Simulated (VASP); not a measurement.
**Os3N: single point with PBE**

The system is Os3N.

```
Os N
1.0
     5.15686    0.00000    0.00000
    -2.57843    4.46597    0.00000
     0.00000    0.00000    4.13917
Os N
6 2
Cartesian
  2.5784 2.9743 1.0348
  -1.2866 3.7202 3.1044
  1.2918 0.7458 1.0348
  0.0000 1.4916 3.1044
  3.8651 0.7458 1.0348
  1.2866 3.7202 3.1044
  0.0000 2.9773 1.0348
  2.5784 1.4887 3.1044
```

```yaml
Program: VASP 6.6.1
Task: single point
Functional: PBE
Potentials_or_basis: VASP PAW PBE potentials, release 64 (Os, N)
Cutoff: 520 eV
k_mesh: 6 × 6 × 4
Occupations: gaussian, width 0.1 eV
Spin: collinear spin
Starting_moments: "[1.0, 1.0, 1.0, 1.0, 1.0, 1.0, 0.0, 0.0] μB"
Dipole_correction: no
Further_INCAR_settings: ALGO = Fast; EDIFF = 1e-07; NBANDS = 43
```

* Pressure: 43.8 GPa
* Largest force: 2.577 eV/Å
* Band gap on the k mesh: zero (filled and empty bands overlap)
* Net moment: 0.00 μB per cell
* Valence electrons inside the program's atomic spheres: Os 7.61; N 3.43

Forces in eV/Å, atoms in the order of the input:
```
Os   0.000 -2.577  0.000
Os   2.231 -1.288  0.000
Os   2.231  1.288  0.000
Os   0.000  2.577  0.000
Os  -2.231  1.288  0.000
Os  -2.231 -1.288  0.000
N    0.000  0.000  0.000
N    0.000  0.000  0.000
```

Stress tensor (GPa, compression positive):
```
48.61  0.00  0.00
 0.00 48.61  0.00
 0.00  0.00 34.21
```

Levels at points of the mesh, in eV from the Fermi level:
Spin up:
```
           k point  band 26  band 27  band 28  band 29  band 30  band 31  band 32  band 33
(0.00, 0.00, 0.00)    -0.35    -0.35     0.09     0.09     0.42     0.42     0.51     0.51
(0.50, 0.00, 0.00)    -1.26    -0.97    -0.93    -0.51    -0.33     0.34     0.45     0.91
(0.00, 0.00, 0.50)    -1.36    -1.18    -1.18     0.59     0.59     0.59     0.59     0.85
(0.50, 0.00, 0.50)    -1.64    -1.59    -1.59    -0.35    -0.35     0.38     0.38     0.58
```
Spin down:
```tsv
k point	band 27	band 28	band 29	band 30	band 31	band 32
(0.00, 0.00, 0.00)	-0.35	0.09	0.09	0.42	0.42	0.51
(0.50, 0.00, 0.00)	-0.97	-0.93	-0.51	-0.33	0.34	0.45
(0.00, 0.00, 0.50)	-1.18	-1.18	0.59	0.59	0.59	0.59
(0.50, 0.00, 0.50)	-1.59	-1.59	-0.35	-0.35	0.38	0.38
```

Run time: 6.5 min on 1 thread of Oxide Virtual Turin-like Processor (shared host), peak memory 0.29 GiB.

Caveat: the k points lie up to 0.38 Å⁻¹ apart, too coarse for converged energies and pressures of a metal; spin-orbit coupling is left out, which moves the levels of the heavy elements; forces of over 1 eV/Å act on the atoms, so gaps and moduli don't describe the material at rest.
